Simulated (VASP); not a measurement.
Write the native input for VASP 6.6.1 that does the following.

```
Task                   : single point
Functional             : PBE
Potentials or basis    : VASP PAW PBE potentials, release 64 (Mo_sv, S)
Cutoff                 : 520 eV
k mesh                 : 10 × 10 × 3
Occupations            : fermi-dirac, width 0.05 eV
Spin                   : no spin polarisation
Dipole correction      : no
Further INCAR settings : ALGO = Normal; EDIFF = 1e-06; NBANDS = 35
```

The structure of MoS2 lies in POSCAR:

```
MoS2
1.0
    3.1261704254      0.0000000000      0.0000000000
   -1.5630852127      2.7073430050      0.0000000000
    0.0000000000      0.0000000000     12.1574390416
Mo S
2 4
Direct
    0.6666666667      0.3333333333      0.7500000000
    0.3333333333      0.6666666667      0.2500000000
    0.6666666667      0.3333333333      0.3770000000
    0.3333333333      0.6666666667      0.8770000000
    0.6666666667      0.3333333333      0.1230000000
    0.3333333333      0.6666666667      0.6230000000
```

One way to write it, as run:

INCAR

```
ALGO = Normal ; EDIFF = 1E-6
ENCUT = 520 ; GGA = PE
ISIF = 2 ; ISMEAR = -1
LASPH = T ; LCHARG = T
LELF = T ; LREAL = F
LVHAR = T ; LWAVE = F
NBANDS = 35 ; NELM = 60
PREC = Accurate ; SIGMA = 0.05
```

KPOINTS

```
k-points
0
Gamma
  10 10 3
```

Potentials or basis: VASP PAW PBE potentials, release 64 (Mo_sv, S).

Run with:

```bash
$ cat potpaw_PBE.64/Mo_sv/POTCAR potpaw_PBE.64/S/POTCAR > POTCAR
$ mpirun -np 1 vasp_std > vasp.out
```

Results of the run:

| Quantity | Value |
| --- | --- |
| Pressure | 8.6 GPa |
| Largest force | 0.604 eV/Å |
| Band gap on the k mesh | 0.90 eV, indirect (least direct gap 1.98 eV) |

Caveat: this functional lacks dispersion, which binds the layers, so the pressure and a relaxed spacing across them are unreliable.

Run time: 43 s on 1 thread of AMD EPYC 9R45 (Zen 5), with other jobs on the host, peak memory 0.22 GiB.
